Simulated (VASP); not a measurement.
# Rb3P2 (R-3c) in VASP: single point with PBE

Aim: the single point of Rb3P2 with PBE.

All numbers are computed with VASP 6.6.1; they aren't measurements. Logs are shortened: lines on timing, memory, paths and dates and some standing lists are left out, and cuts for length are marked.

**1. The cell of the first run**

The structure is trigonal, space group R-3c (No. 167). The conventional cell has a = 9.659 Å, b = 9.659 Å, c = 15.158 Å, α = 90.00°, β = 90.00°, γ = 120.00°. Rb (site symmetry 2) has 4 P at 3.43 to 3.51 Å and 6 Rb at 4.08 to 4.11 Å within 4.5 Å. Within 2.9 Å of P (site symmetry 3) lie 1 P at 2.20 Å.

**2. Single point, PBE**

INCAR reads:

```
SYSTEM = Rb3P2
PREC = Accurate
ENCUT = 520
EDIFF = 1E-6
ISMEAR = 0
SIGMA = 0.1
LREAL = .False.
LASPH = .True.
NELM = 80
ALGO = Normal
ISIF = 2
LWAVE = .False.
LCHARG = .False.
GGA = PE
NBANDS = 48
```

KPOINTS reads:

```
regular mesh
0
Gamma
  6 6 6
  0 0 0
```

POSCAR reads:

```
Rb3P2
1.0
    4.8294669209      2.7882940268      5.0527888557
   -4.8294669209      2.7882940268      5.0527888557
    0.0000000000     -5.5765880537      5.0527888557
Rb P
6 4
Direct
    0.0860863305      0.4139136695      0.7500000000
    0.7500000000      0.0860863305      0.4139136695
    0.4139136695      0.7500000000      0.0860863305
    0.9139136695      0.5860863305      0.2500000000
    0.2500000000      0.9139136695      0.5860863305
    0.5860863305      0.2500000000      0.9139136695
    0.8224403018      0.8224403018      0.8224403018
    0.6775596982      0.6775596982      0.6775596982
    0.1775596982      0.1775596982      0.1775596982
    0.3224403018      0.3224403018      0.3224403018
```

Potentials or basis: VASP PAW PBE potentials, release 64 (Rb_sv, P).

The run is started by

```
$ cat potpaw_PBE.64/Rb_sv/POTCAR potpaw_PBE.64/P/POTCAR > POTCAR
$ mpirun -np 1 vasp_std > vasp.out
```

OUTCAR:

```text
SYSTEM = Rb3P2
   PREC = Accurate
   ENCUT = 520
   EDIFF = 1E-6
   ISMEAR = 0
   LREAL = .False.
   LASPH = .True.
   NELM = 80
   ISIF = 2
   GGA = PE

 ion  position               nearest neighbor table
   1  0.086  0.414  0.750-   7 3.43   8 3.43   9 3.51  10 3.51   5 4.08   6 4.08   5 4.08   6 4.08
                             4 4.11   4 4.11   2 5.05   3 5.05   2 5.55   3 5.55   2 5.55   3 5.55
   2  0.750  0.086  0.414-   8 3.43   7 3.43   9 3.51  10 3.51   4 4.08   4 4.08   6 4.08   6 4.08
                             5 4.11   5 4.11   3 5.05   1 5.05   3 5.55   3 5.55   1 5.55   1 5.55
   3  0.414  0.750  0.086-   7 3.43   8 3.43  10 3.51   9 3.51   4 4.08   4 4.08   5 4.08   5 4.08
                             6 4.11   6 4.11   2 5.05   1 5.05   2 5.55   2 5.55   1 5.55   1 5.55
   4  0.914  0.586  0.250-   9 3.43  10 3.43   7 3.51   8 3.51   3 4.08   2 4.08   2 4.08   3 4.08
                             1 4.11   1 4.11   6 5.05   5 5.05   6 5.55   5 5.55   5 5.55   6 5.55
   5  0.250  0.914  0.586-  10 3.43   9 3.43   7 3.51   8 3.51   1 4.08   1 4.08   3 4.08   3 4.08
                             2 4.11   2 4.11   6 5.05   4 5.05   6 5.55   6 5.55   4 5.55   4 5.55
   6  0.586  0.250  0.914-   9 3.43  10 3.43   8 3.51   7 3.51   1 4.08   1 4.08   2 4.08   2 4.08
                             3 4.11   3 4.11   5 5.05   4 5.05   5 5.55   5 5.55   4 5.55   4 5.55
   7  0.822  0.822  0.822-   8 2.20   1 3.43   3 3.43   2 3.43   5 3.51   6 3.51   4 3.51
   8  0.678  0.678  0.678-   7 2.20   1 3.43   2 3.43   3 3.43   6 3.51   5 3.51   4 3.51
   9  0.178  0.178  0.178-  10 2.20   4 3.43   6 3.43   5 3.43   2 3.51   3 3.51   1 3.51
  10  0.322  0.322  0.322-   9 2.20   4 3.43   5 3.43   6 3.43   3 3.51   2 3.51   1 3.51

  LATTYP: Found a trigonal (rhomboedric) cell.
 ALAT       =     7.5252248830
 COS(alpha) =     0.1762613922

  Lattice vectors:

 A1 = (   4.8294669209,   2.7882940268,   5.0527888557)
 A2 = (  -4.8294669209,   2.7882940268,   5.0527888557)
 A3 = (   0.0000000000,  -5.5765880537,   5.0527888557)

Analysis of symmetry for initial positions (statically):
=====================================================================
 Subroutine PRICEL returns:
 Original cell was already a primitive cell.

 Routine SETGRP: Setting up the symmetry group for a
 trigonal (rhombohedral) supercell.

 Subroutine GETGRP returns: Found 12 space group operations
 (whereof  6 operations were pure point group operations)
 out of a pool of 12 trial point group operations.

The static configuration has the point symmetry S_6 .
 The point group associated with its full space group is D_3d.

Analysis of symmetry for dynamics (positions and initial velocities):
=====================================================================
 Subroutine PRICEL returns:
 Original cell was already a primitive cell.

 Routine SETGRP: Setting up the symmetry group for a
 trigonal (rhombohedral) supercell.

 Subroutine GETGRP returns: Found 12 space group operations
 (whereof  6 operations were pure point group operations)
 out of a pool of 12 trial point group operations.

The dynamic configuration has the point symmetry S_6 .
 The point group associated with its full space group is D_3d.

 Subroutine INISYM returns: Found 12 space group operations
 (whereof  6 operations are pure point group operations),
 and found     1 'primitive' translations

----------------------------------------------------------------------------------------

                                     Primitive cell

  volume of cell :     408.2443

  direct lattice vectors                    reciprocal lattice vectors
     4.829466921  2.788294027  5.052788856     0.103531095  0.059773706  0.065970169
    -4.829466921  2.788294027  5.052788856    -0.103531095  0.059773706  0.065970169
     0.000000000 -5.576588054  5.052788856     0.000000000 -0.119547411  0.065970169

  length of vectors
     7.525224883  7.525224883  7.525224883     0.136541740  0.136541740  0.136541740

  position of ions in fractional coordinates (direct lattice)
     0.086086331  0.413913669  0.750000000
     0.750000000  0.086086331  0.413913669
     0.413913669  0.750000000  0.086086331
     0.913913669  0.586086331  0.250000000
     0.250000000  0.913913669  0.586086331
     0.586086331  0.250000000  0.913913669
     0.822440302  0.822440302  0.822440302
     0.677559698  0.677559698  0.677559698
     0.177559698  0.177559698  0.177559698
     0.322440302  0.322440302  0.322440302

  ion indices of the primitive-cell ions
   primitive index   ion index
                 1           1
                 2           2
                 3           3
                 4           4
                 5           5
                 6           6
                 7           7
                 8           8
                 9           9
                10          10

----------------------------------------------------------------------------------------

 KPOINTS: regular mesh

Automatic generation of k-mesh.
 Grid dimensions read from file:
 generate k-points for:    6    6    6

 Generating k-lattice:

  Cartesian coordinates                     Fractional coordinates (reciprocal lattice)
     0.017255183  0.009962284  0.010995028     0.166666667  0.000000000  0.000000000
    -0.017255183  0.009962284  0.010995028     0.000000000  0.166666667  0.000000000
     0.000000000 -0.019924569  0.010995028     0.000000000  0.000000000  0.166666667

  Length of vectors
     0.022756957  0.022756957  0.022756957

  Shift w.r.t. Gamma in fractional coordinates (k-lattice)
     0.000000000  0.000000000  0.000000000

 Subroutine IBZKPT returns following result:
 ===========================================

 Found     32 irreducible k-points:

 Following reciprocal coordinates:
            Coordinates               Weight
  0.000000  0.000000  0.000000      1.000000
  0.166667  0.000000 -0.000000      6.000000
  0.333333  0.000000 -0.000000      6.000000
  0.500000  0.000000 -0.000000      3.000000
  0.166667  0.166667 -0.000000      6.000000
  0.333333  0.166667 -0.000000     12.000000
[... 16 lines left out ...]
  0.500000  0.500000  0.166667      6.000000
 -0.333333  0.500000  0.166667     12.000000
 [... further k-points ...]
   k-points           NKPTS =     32   k-points in BZ     NKDIM =     32   number of bands    NBANDS=     48
   number of dos      NEDOS =    301   number of ions     NIONS =     10
   total plane-waves  NPLWV = 175616
   dimension x,y,z NGX =    56 NGY =   56 NGZ =   56
   dimension x,y,z NGXF=   112 NGYF=  112 NGZF=  112
   ions per type =               6   4
   NGX,Y,Z   is equivalent  to a cutoff of  12.37, 12.37, 12.37 a.u.
   NGXF,Y,Z  is equivalent  to a cutoff of  24.74, 24.74, 24.74 a.u.
 SYSTEM =  Rb3P2
   PREC   = accura    normal or accurate (medium, high low for compatibility)
   ISTART =      0    job   : 0-new  1-cont  2-samecut
   ICHARG =      2    charge: 1-file 2-atom 10-const
   ISPIN  =      1    spin polarized calculation?
   LNONCOLLINEAR =      F non collinear calculations
   LSORBIT =      F    spin-orbit coupling
   LASPH  =      T    aspherical Exc in radial PAW
   ENCUT  =  520.0 eV  38.22 Ry    6.18 a.u.  13.99 13.99 13.99*2*pi/ulx,y,z
   NELM   =     80;   NELMIN=  2; NELMDL= -5     # of ELM steps
   EDIFF  = 0.1E-05   stopping-criterion for ELM
   LREAL  =      F    real-space projection
   EDIFFG = 0.1E-04   stopping-criterion for IOM
   NSW    =      0    number of steps for IOM
   IBRION =     -1    ionic relax: 0-MD 1-quasi-New 2-CG
   NFREE  =      0    steps in history (QN), initial steepest desc. (CG)
   ISIF   =      2    stress and relaxation
   ISYM   =      2    0-nonsym 1-usesym 2-fastsym
   POTIM  = 0.5000    time-step for ionic-motion
   TEBEG  =    0.0;   TEEND  =   0.0 temperature during run
   PSTRESS=    0.0 pullay stress
   NELECT =      74.0000    total number of electrons
   NUPDOWN=      -1.0000    fix difference up-down
   EMIN   =  10.00;   EMAX   =-10.00  energy-range for DOS
   EFERMI =   0.00;   METHOD = LEGACY
   ISMEAR =     0;   SIGMA  =   0.10  broadening in eV -4-tet -1-fermi 0-gaus
   EFERMI_NEDOS =   21; number of points for ismear=-14 and -15
   IALGO  =     38    algorithm
   IMIX   =      4    mixing-type and parameters
     AMIX     =   0.40;   BMIX     =  1.00
     AMIX_MAG =   1.60;   BMIX_MAG =  1.00
  volume/ion in A,a.u.               =      40.82       275.50
  Fermi-wavevector in a.u.,A,eV,Ry     =   0.926500  1.750831 11.679268  0.858402
  Thomas-Fermi vector in A             =   2.052469
   LORBIT       =      0    0 simple, 1 ext, 2 COOP (PROOUT), +10 PAW based schemes
   GGA     = PE    functional components
   LHFCALC =     F    Hartree Fock is set to
   AEXX    =    0.0000 exact exchange contribution
   IVDW    =     0    specifies the selected vdW correction
   LEPSILON=     F    determine dielectric tensor
   LRPA    =     F    only Hartree local field effects (RPA)
 non-spin polarized calculation
 Gauss-broadening in eV      SIGMA  =   0.10
  energy-cutoff  :      520.00
  volume of cell :      408.24
 maximum number of plane-waves:     11020
   NGX = 27   NGY = 27   NGZ = 27

 number of electron      74.0000004 magnetization

 Free energy of the ion-electron system (eV)
  ---------------------------------------------------
  ext. energy  EPLUGINS =         0.00000000
  ---------------------------------------------------
  free energy    TOTEN  =       -29.04907689 eV

  energy without entropy =      -28.94058588  energy(sigma->0) =      -28.99483138

 E-fermi :   1.6303     XC(G=0):  -7.1540

 val. band max:        1.6293700590   @ k =   0.5000   0.1667   0.1667
 cond. band min:       1.6367698730   @ k =  -0.3333   0.1667   0.0000
 fundamental gap:      0.0073998141
 Fermi energy:         1.6303056166

 k-point     1 :       0.0000    0.0000    0.0000
  band No.  band energies     occupation
      1     -26.4320      2.00000
      2     -26.4000      2.00000
      3     -26.4000      2.00000
      4     -26.3977      2.00000
      5     -26.3977      2.00000
      6     -26.3695      2.00000
[... 40 lines left out ...]
     47       4.7089      0.00000
     48       4.7251      0.00000
[... 1171 lines left out ...]
     47       5.1827      0.00000
     48       5.3486      0.00000

 [... further k-points ...]
[... 5 lines left out ...]
  --------------------------------------------------------------------------------------
  -------------------------------------------------------------------------------------
  Total        0.0625172      0.0625172     -0.1856203      0.0000000      0.0000000     -0.0000000
  in kB        0.2453520      0.2453520     -0.7284772      0.0000000      0.0000000     -0.0000000
  external PRESSURE =      -0.0792577 kB  Pullay stress =       0.0000000 kB

 VOLUME and BASIS-vectors are now :
 -----------------------------------------------------------------------------
  energy-cutoff  :      520.00
  volume of cell :      408.24
      direct lattice vectors                 reciprocal lattice vectors
     4.829466921  2.788294027  5.052788856     0.103531095  0.059773706  0.065970169
    -4.829466921  2.788294027  5.052788856    -0.103531095  0.059773706  0.065970169
     0.000000000 -5.576588054  5.052788856     0.000000000 -0.119547411  0.065970169

 POSITION                                       TOTAL-FORCE (eV/Angst)
 -----------------------------------------------------------------------------------
     -1.58323     -2.78829      6.31599         0.000303     -0.000000      0.000000
      3.20635      0.02303      6.31599        -0.000151      0.000262      0.000000
     -1.62312      2.76527      6.31599        -0.000151     -0.000262      0.000000
      1.58323      2.78829      8.84238        -0.000303     -0.000000      0.000000
     -3.20635     -0.02303      8.84238         0.000151     -0.000262      0.000000
      1.62312     -2.76527      8.84238         0.000151      0.000262      0.000000
      0.00000     -0.00000     12.46685        -0.000000      0.000000     -0.044579
      0.00000     -0.00000     10.27070        -0.000000     -0.000000      0.044579
      0.00000     -0.00000      2.69151        -0.000000     -0.000000      0.044579
      0.00000     -0.00000      4.88767        -0.000000      0.000000     -0.044579
 -----------------------------------------------------------------------------------
    total drift:                               -0.000000      0.000000      0.000000

  FREE ENERGIE OF THE ION-ELECTRON SYSTEM (eV)
  ---------------------------------------------------
  free  energy   TOTEN  =       -29.0490768915 eV

  energy  without entropy=      -28.9405858777  energy(sigma->0) =      -28.99483138
```

Run time: 6.7 min. Hardware: 1 thread of AMD EPYC 9R45 (Zen 5), shared host; peak memory 0.66 GiB.

Results:

| Item | Value |
| --- | --- |
| Free energy | -29.0491 eV |
| Pressure | 0.0 GPa |
| Largest force | 0.045 eV/Å |
| Band gap on the k mesh | zero (bands 37 and 38 overlap by 0.14 eV) |

Forces in eV/Å, atoms in the order of the input:
```
Rb   0.000  0.000  0.000
Rb   0.000  0.000  0.000
Rb   0.000  0.000  0.000
Rb   0.000  0.000  0.000
Rb   0.000  0.000  0.000
Rb   0.000  0.000  0.000
P    0.000  0.000 -0.045
P    0.000  0.000  0.045
P    0.000  0.000  0.045
P    0.000  0.000 -0.045
```

Levels at points of the mesh, in eV from the Fermi level:
| k point | band 35 | band 36 | band 37 | band 38 | band 39 | band 40 |
| --- | --- | --- | --- | --- | --- | --- |
| (0.00, 0.00, 0.00) | -0.24 | -0.24 | -0.05 | -0.05 | 0.64 | 1.87 |
| (0.50, 0.00, 0.00) | -0.23 | -0.23 | 0.00 | 0.00 | 1.29 | 1.29 |
| (0.50, 0.50, 0.00) | -0.43 | -0.06 | 0.00 | 0.06 | 1.06 | 1.46 |
| (0.50, 0.50, 0.50) | -0.09 | -0.09 | -0.09 | -0.09 | 1.28 | 1.28 |
